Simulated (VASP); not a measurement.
# Yb2I (Fm-3m) in VASP: single point with PBE

Aim: the single point of Yb2I with PBE.

All numbers are computed with VASP 6.6.1; they aren't measurements. Logs are shortened: lines on timing, memory, paths and dates and some standing lists are left out, and cuts for length are marked.

### Step 1. The cell of the first run

Symmetry: Fm-3m, No. 225, cubic system. The conventional cell has a = 7.769 Å, b = 7.769 Å, c = 7.769 Å, α = 90.00°, β = 90.00°, γ = 90.00°. Yb (site symmetry -43m) has 4 I at 3.36 Å and 6 Yb at 3.88 Å within 4.4 Å. Within 4.4 Å of I (site symmetry m-3m) lie 8 Yb at 3.36 Å.

The cell was built from a structure type or drawn by symmetry, and may not be a known phase.

### Step 2. Single point, PBE

The input, INCAR:

```
  PREC = Accurate
  ENCUT = 520
  EDIFF = 1E-7
  ISMEAR = 0
  SIGMA = 0.1
  LREAL = False
  LASPH = True
  NELM = 100
  ALGO = Fast
  ISIF = 2
  LWAVE = False
  LCHARG = False
  GGA = PE
  NBANDS = 34
```

The input, KPOINTS:

```
regular mesh
0
Gamma
  12 12 12
```

The input, POSCAR:

```
Yb2I
1.0
    0.0000000000      3.8846369467      3.8846369467
    3.8846369467      0.0000000000      3.8846369467
    3.8846369467      3.8846369467      0.0000000000
Yb I
2 1
Direct
    0.2500000000      0.2500000000      0.2500000000
    0.7500000000      0.7500000000      0.7500000000
    0.0000000000      0.0000000000      0.0000000000
```

Potentials or basis: VASP PAW PBE potentials, release 64 (Yb, I).

Started as:

```bash
$ cat potpaw_PBE.64/Yb/POTCAR potpaw_PBE.64/I/POTCAR > POTCAR
$ mpirun -np 1 vasp_std > vasp.out
```

OUTCAR:

```text
PREC = Accurate
   ENCUT = 520
   EDIFF = 1E-7
   ISMEAR = 0
   LREAL = False
   LASPH = True
   NELM = 100
   ISIF = 2
   GGA = PE

 ion  position               nearest neighbor table
   1  0.250  0.250  0.250-   3 3.36   3 3.36   3 3.36   3 3.36
   2  0.750  0.750  0.750-   3 3.36   3 3.36   3 3.36   3 3.36
   3  0.000  0.000  0.000-   2 3.36   2 3.36   2 3.36   1 3.36   2 3.36   1 3.36   1 3.36   1 3.36

  LATTYP: Found a face centered cubic cell.
 ALAT       =     7.7692738934

  Lattice vectors:

 A1 = (   0.0000000000,   3.8846369467,   3.8846369467)
 A2 = (   3.8846369467,   0.0000000000,   3.8846369467)
 A3 = (   3.8846369467,   3.8846369467,   0.0000000000)

Analysis of symmetry for initial positions (statically):
=====================================================================
 Subroutine PRICEL returns:
 Original cell was already a primitive cell.

 Routine SETGRP: Setting up the symmetry group for a
 face centered cubic supercell.

 Subroutine GETGRP returns: Found 48 space group operations
 (whereof 48 operations were pure point group operations)
 out of a pool of 48 trial point group operations.

The static configuration has the point symmetry O_h .

Analysis of symmetry for dynamics (positions and initial velocities):
=====================================================================
 Subroutine PRICEL returns:
 Original cell was already a primitive cell.

 Routine SETGRP: Setting up the symmetry group for a
 face centered cubic supercell.

 Subroutine GETGRP returns: Found 48 space group operations
 (whereof 48 operations were pure point group operations)
 out of a pool of 48 trial point group operations.

The dynamic configuration has the point symmetry O_h .

 Subroutine INISYM returns: Found 48 space group operations
 (whereof 48 operations are pure point group operations),
 and found     1 'primitive' translations

----------------------------------------------------------------------------------------

                                     Primitive cell

  volume of cell :     117.2415

  direct lattice vectors                    reciprocal lattice vectors
     0.000000000  3.884636947  3.884636947    -0.128712157  0.128712157  0.128712157
     3.884636947  0.000000000  3.884636947     0.128712157 -0.128712157  0.128712157
     3.884636947  3.884636947  0.000000000     0.128712157  0.128712157 -0.128712157

  length of vectors
     5.493706255  5.493706255  5.493706255     0.222935995  0.222935995  0.222935995

  position of ions in fractional coordinates (direct lattice)
     0.250000000  0.250000000  0.250000000
     0.750000000  0.750000000  0.750000000
     0.000000000  0.000000000  0.000000000

  ion indices of the primitive-cell ions
   primitive index   ion index
                 1           1
                 2           2
                 3           3

----------------------------------------------------------------------------------------

 KPOINTS: regular mesh

Automatic generation of k-mesh.
 Grid dimensions read from file:
 generate k-points for:   12   12   12

 Generating k-lattice:

  Cartesian coordinates                     Fractional coordinates (reciprocal lattice)
    -0.010726013  0.010726013  0.010726013     0.083333333  0.000000000  0.000000000
     0.010726013 -0.010726013  0.010726013     0.000000000  0.083333333  0.000000000
     0.010726013  0.010726013 -0.010726013     0.000000000  0.000000000  0.083333333

  Length of vectors
     0.018578000  0.018578000  0.018578000

  Shift w.r.t. Gamma in fractional coordinates (k-lattice)
     0.000000000  0.000000000  0.000000000

 Subroutine IBZKPT returns following result:
 ===========================================

 Found     72 irreducible k-points:

 Following reciprocal coordinates:
            Coordinates               Weight
  0.000000  0.000000  0.000000      1.000000
  0.083333  0.000000  0.000000      8.000000
  0.166667  0.000000  0.000000      8.000000
  0.250000  0.000000  0.000000      8.000000
  0.333333  0.000000  0.000000      8.000000
  0.416667  0.000000  0.000000      8.000000
[... 16 lines left out ...]
  0.500000  0.166667  0.000000     24.000000
 -0.416667  0.166667  0.000000     24.000000
 [... further k-points ...]
   k-points           NKPTS =     72   k-points in BZ     NKDIM =     72   number of bands    NBANDS=     34
   number of dos      NEDOS =    301   number of ions     NIONS =      3
   total plane-waves  NPLWV =  74088
   dimension x,y,z NGX =    42 NGY =   42 NGZ =   42
   dimension x,y,z NGXF=    84 NGYF=   84 NGZF=   84
   ions per type =               2   1
   NGX,Y,Z   is equivalent  to a cutoff of  12.71, 12.71, 12.71 a.u.
   NGXF,Y,Z  is equivalent  to a cutoff of  25.42, 25.42, 25.42 a.u.
 SYSTEM =  unknown system
   PREC   = accura    normal or accurate (medium, high low for compatibility)
   ISTART =      0    job   : 0-new  1-cont  2-samecut
   ICHARG =      2    charge: 1-file 2-atom 10-const
   ISPIN  =      1    spin polarized calculation?
   LNONCOLLINEAR =      F non collinear calculations
   LSORBIT =      F    spin-orbit coupling
   LASPH  =      T    aspherical Exc in radial PAW
   ENCUT  =  520.0 eV  38.22 Ry    6.18 a.u.  10.21 10.21 10.21*2*pi/ulx,y,z
   NELM   =    100;   NELMIN=  2; NELMDL= -5     # of ELM steps
   EDIFF  = 0.1E-06   stopping-criterion for ELM
   LREAL  =      F    real-space projection
   EDIFFG = 0.1E-05   stopping-criterion for IOM
   NSW    =      0    number of steps for IOM
   IBRION =     -1    ionic relax: 0-MD 1-quasi-New 2-CG
   NFREE  =      0    steps in history (QN), initial steepest desc. (CG)
   ISIF   =      2    stress and relaxation
   ISYM   =      2    0-nonsym 1-usesym 2-fastsym
   POTIM  = 0.5000    time-step for ionic-motion
   TEBEG  =    0.0;   TEEND  =   0.0 temperature during run
   PSTRESS=    0.0 pullay stress
   NELECT =      55.0000    total number of electrons
   NUPDOWN=      -1.0000    fix difference up-down
   EMIN   =  10.00;   EMAX   =-10.00  energy-range for DOS
   EFERMI =   0.00;   METHOD = LEGACY
   ISMEAR =     0;   SIGMA  =   0.10  broadening in eV -4-tet -1-fermi 0-gaus
   EFERMI_NEDOS =   21; number of points for ismear=-14 and -15
   IALGO  =     68    algorithm
   IMIX   =      4    mixing-type and parameters
     AMIX     =   0.40;   BMIX     =  1.00
     AMIX_MAG =   1.60;   BMIX_MAG =  1.00
  volume/ion in A,a.u.               =      39.08       263.73
  Fermi-wavevector in a.u.,A,eV,Ry     =   1.272043  2.403814 22.015514  1.618095
  Thomas-Fermi vector in A             =   2.404943
   LORBIT       =      0    0 simple, 1 ext, 2 COOP (PROOUT), +10 PAW based schemes
   GGA     = PE    functional components
   LHFCALC =     F    Hartree Fock is set to
   AEXX    =    0.0000 exact exchange contribution
   IVDW    =     0    specifies the selected vdW correction
   LEPSILON=     F    determine dielectric tensor
   LRPA    =     F    only Hartree local field effects (RPA)
 non-spin polarized calculation
 RMM-DIIS sequential band-by-band and
 Gauss-broadening in eV      SIGMA  =   0.10
  energy-cutoff  :      520.00
  volume of cell :      117.24
 maximum number of plane-waves:      3178
 NGX is ok and might be reduce to    42
   NGX = 21   NGY = 21   NGZ = 21

 number of electron      55.0000020 magnetization

 Free energy of the ion-electron system (eV)
  ---------------------------------------------------
  ext. energy  EPLUGINS =         0.00000000
  ---------------------------------------------------
  free energy    TOTEN  =        -8.91621405 eV

  energy without entropy =       -8.89939221  energy(sigma->0) =       -8.90780313

 E-fermi :   3.1412     XC(G=0):  -8.8306

 val. band max:        3.1186922824   @ k =  -0.3333   0.3333   0.1667
 cond. band min:       3.1511594017   @ k =  -0.4167   0.3333   0.1667
 fundamental gap:      0.0324671193
 Fermi energy:         3.1411647534

 k-point     1 :       0.0000    0.0000    0.0000
  band No.  band energies     occupation
      1     -48.9516      2.00000
      2     -48.9431      2.00000
      3     -21.4137      2.00000
      4     -21.4137      2.00000
      5     -21.4137      2.00000
      6     -21.3253      2.00000
[... 26 lines left out ...]
     33       5.9719      0.00000
     34       5.9721      0.00000

 k-point     2 :       0.0833    0.0000    0.0000
  band No.  band energies     occupation
      1     -48.9515      2.00000
      2     -48.9433      2.00000
      3     -21.4126      2.00000
      4     -21.4123      2.00000
      5     -21.4123      2.00000
      6     -21.3274      2.00000
[... 26 lines left out ...]
     33       5.9829      0.00000
     34       6.0388      0.00000

 k-point     3 :       0.1667    0.0000    0.0000
  band No.  band energies     occupation
      1     -48.9510      2.00000
      2     -48.9437      2.00000
      3     -21.4093      2.00000
      4     -21.4081      2.00000
      5     -21.4081      2.00000
      6     -21.3334      2.00000
[... 26 lines left out ...]
     33       6.0664      0.00000
     34       6.0911      0.00000

 k-point     4 :       0.2500    0.0000    0.0000
  band No.  band energies     occupation
      1     -48.9504      2.00000
      2     -48.9444      2.00000
      3     -21.4040      2.00000
      4     -21.4014      2.00000
      5     -21.4014      2.00000
      6     -21.3425      2.00000
[... 26 lines left out ...]
     33       5.2891      0.00000
     34       6.0431      0.00000

 k-point     5 :       0.3333    0.0000    0.0000
  band No.  band energies     occupation
      1     -48.9495      2.00000
      2     -48.9452      2.00000
      3     -21.3968      2.00000
      4     -21.3925      2.00000
      5     -21.3925      2.00000
      6     -21.3534      2.00000
[... 621 lines left out ...]
 k-point    22 :       0.4167    0.1667    0.0000
  band No.  band energies     occupation
      1     -48.9490      2.00000
      2     -48.9457      2.00000
      3     -21.4113      2.00000
      4     -21.4084      2.00000
      5     -21.3982      2.00000
      6     -21.3489      2.00000
[... 26 lines left out ...]
     33       5.6715      0.00000
     34       5.7980      0.00000

 k-point    23 :       0.5000    0.1667    0.0000
  band No.  band energies     occupation
      1     -48.9481      2.00000
      2     -48.9466      2.00000
      3     -21.4114      2.00000
      4     -21.4016      2.00000
      5     -21.3996      2.00000
      6     -21.3451      2.00000
[... 26 lines left out ...]
     33       5.6915      0.00000
     34       5.8521      0.00000

 k-point    24 :      -0.4167    0.1667    0.0000
  band No.  band energies     occupation
      1     -48.9476      2.00000
      2     -48.9471      2.00000
      3     -21.4185      2.00000
      4     -21.3927      2.00000
      5     -21.3887      2.00000
      6     -21.3563      2.00000
[... 26 lines left out ...]
     33       6.0245      0.00000
     34       6.2553      0.00000

 [... further k-points ...]
[... 5 lines left out ...]
  --------------------------------------------------------------------------------------
  -------------------------------------------------------------------------------------
  Total       -0.1604334     -0.1604334     -0.1604334      0.0000000      0.0000000      0.0000000
  in kB       -2.1924209     -2.1924209     -2.1924209      0.0000000      0.0000000      0.0000000
  external PRESSURE =      -2.1924209 kB  Pullay stress =       0.0000000 kB

 VOLUME and BASIS-vectors are now :
 -----------------------------------------------------------------------------
  energy-cutoff  :      520.00
  volume of cell :      117.24
      direct lattice vectors                 reciprocal lattice vectors
     0.000000000  3.884636947  3.884636947    -0.128712157  0.128712157  0.128712157
     3.884636947  0.000000000  3.884636947     0.128712157 -0.128712157  0.128712157
     3.884636947  3.884636947  0.000000000     0.128712157  0.128712157 -0.128712157

 POSITION                                       TOTAL-FORCE (eV/Angst)
 -----------------------------------------------------------------------------------
      1.94232      1.94232      1.94232         0.000000      0.000000      0.000000
      5.82696      5.82696      5.82696        -0.000000     -0.000000     -0.000000
      0.00000      0.00000      0.00000         0.000000     -0.000000     -0.000000
 -----------------------------------------------------------------------------------
    total drift:                               -0.000000     -0.000000     -0.000000

  FREE ENERGIE OF THE ION-ELECTRON SYSTEM (eV)
  ---------------------------------------------------
  free  energy   TOTEN  =        -8.9162140542 eV

  energy  without entropy=       -8.8993922119  energy(sigma->0) =       -8.90780313
```

Wall time 22 min (1 thread of AMD EPYC 9R45 (Zen 5), shared host); peak memory 0.43 GiB.

What came out:

```
Free energy            : -8.9162 eV
Pressure               : -0.2 GPa
Band gap on the k mesh : zero (an odd number of electrons rules out a gap without spin polarisation)
```

Caveat: spin-orbit coupling is left out, which moves the levels of the heavy elements; an odd number of electrons without spin polarisation forces a metal; a magnetic or distorted state may lie lower.
